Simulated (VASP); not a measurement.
A run of VASP 6.6.1:

File INCAR:

```
ALGO = Normal ; EDIFF = 1E-7
ENCUT = 520 ; GGA = PS
ISIF = 2 ; ISMEAR = -1
LASPH = True ; LCHARG = False
LREAL = False ; LWAVE = False
NBANDS = 90 ; NELM = 80
PREC = Accurate ; SIGMA = 0.15
```

The input KPOINTS:

```
k-points
0
Gamma
  3 2 3
```

File POSCAR:

```
Tl12H
1.0
    6.9200000000      0.0000000000      0.0000000000
   -5.1900000000      8.9893440000      0.0000000000
    0.0000000000      0.0000000000      5.5325400000
Tl H
12 1
Direct
   -0.0419547936     -0.0050726727      0.0140622571
    0.2160444664      0.2576161286      0.5150617980
   -0.0203153172      0.3121807331     -0.0430362907
    0.1495455312      0.5401840223      0.5367335799
    0.0486038309      0.6109900789      0.0406323316
    0.1548127937      0.9066290043      0.4723689300
    0.4488884040     -0.0130042860     -0.0013375412
    0.6402596833      0.2135639709      0.5337692995
    0.5513018893      0.3919863340      0.0063081333
    0.6704179139      0.5618096270      0.4707602656
    0.5162553753      0.6567220033     -0.0442473077
    0.6655854594      0.9007998804      0.5071992249
    0.6511327081      0.2363465009      1.1702942952
```

Potentials or basis: VASP PAW PBE potentials, release 64 (Tl_d, H).

Command:

```bash
$ cat potpaw_PBE.64/Tl_d/POTCAR potpaw_PBE.64/H/POTCAR > POTCAR
$ mpirun -np 1 vasp_std > vasp.out
```

Hardware: 1 thread of Intel(R) Xeon(R) Platinum 8375C CPU @ 2.90GHz (Ice Lake), with other jobs on the host.

**Question.** How long does it take, and how much memory?

**Answer.** Wall time 6.2 min on 1 thread of Intel(R) Xeon(R) Platinum 8375C CPU @ 2.90GHz (Ice Lake), on a shared host, peak memory 0.56 GiB. Counts: scf iterations 14, k points 10.
